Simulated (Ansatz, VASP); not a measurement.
**Two plane-wave programs on Bi**

INCAR

```
SYSTEM = Bi
PREC     = Accurate       ! precision mode
ENCUT    = 520            ! plane-wave cutoff, eV
EDIFF    = 1E-7           ! SCF threshold, eV
ISMEAR   = 0              ! smearing method
SIGMA    = 0.1            ! smearing width, eV
LREAL    = .False.        ! projectors in reciprocal space
LASPH    = .True.         ! aspherical terms in the spheres
NELM     = 80             ! most SCF steps
ALGO     = Normal         ! electronic algorithm
ISIF     = 2              ! what is computed and relaxed
LWAVE    = .False.        ! write WAVECAR
LCHARG   = .False.        ! write CHGCAR
GGA      = PS             ! functional
NBANDS   = 22             ! bands
```

KPOINTS

```
Automatic mesh
0
Gamma
  12 12 12
  0 0 0
```

The input POSCAR:

```
Bi
1.0
    2.2729996784      1.3123169762      3.9540000000
   -2.2729996784      1.3123169762      3.9540000000
    0.0000000000     -2.6246339523      3.9540000000
Bi
2
Direct
    0.2465354224      0.2465354224      0.2465354224
    0.7661100000      0.7661100000      0.7661100000
```

Input for Ansatz:

```yaml
crystal:
  lattice:
    - [2.2729996784, 1.3123169762, 3.954]
    - [-2.2729996784, 1.3123169762, 3.954]
    - [0.0, -2.6246339523, 3.954]
  atoms:
    - { symbol: Bi, position: [0.2465354224, 0.2465354224, 0.2465354224] }
    - { symbol: Bi, position: [0.76611, 0.76611, 0.76611] }
basis:
  ecutwfc: 420
kpoints:
  mp_grid: { grid: [12, 12, 12] }
hamiltonian:
  xc: pbesol
scf:
  occupations: { method: gaussian, width: 0.1 }
output:
  forces: true
  stress: true
  eigenvalues: true
```

Change from the starting cell: one atom moved.

Alike in both runs: task single point; functional PBEsol; k mesh 12 × 12 × 12; occupations gaussian, width 0.1 eV; no spin polarisation.

|  | VASP | Ansatz |
| --- | --- | --- |
| version | VASP 6.6.1 | Ansatz 0.2.0 |
| potentials or method | VASP PAW PBE potentials, release 64 (Bi_d), cutoff 520 eV | scalar-relativistic, plane waves, PAW |
| valence electrons in the cell | 30 | 30 |

```tsv
	VASP	Ansatz	Ansatz less VASP
gap on the k mesh at the Fermi level (eV)	none	none	-
pressure (GPa)	-1.9	-1.9	+0.06
traceless stress, the component that is largest in VASP (GPa)	-0.56	-0.57	-0.004
rms of the force components (eV/Å)	0.201	0.204	+0.0024
```

VASP's potentials were made for PBE, not for PBEsol. Atom by atom the forces differ by 0.002 eV/Å (rms over components). A gap of «none» marks a metal or a gap that the smearing closes.

Neither program's run includes spin-orbit coupling.
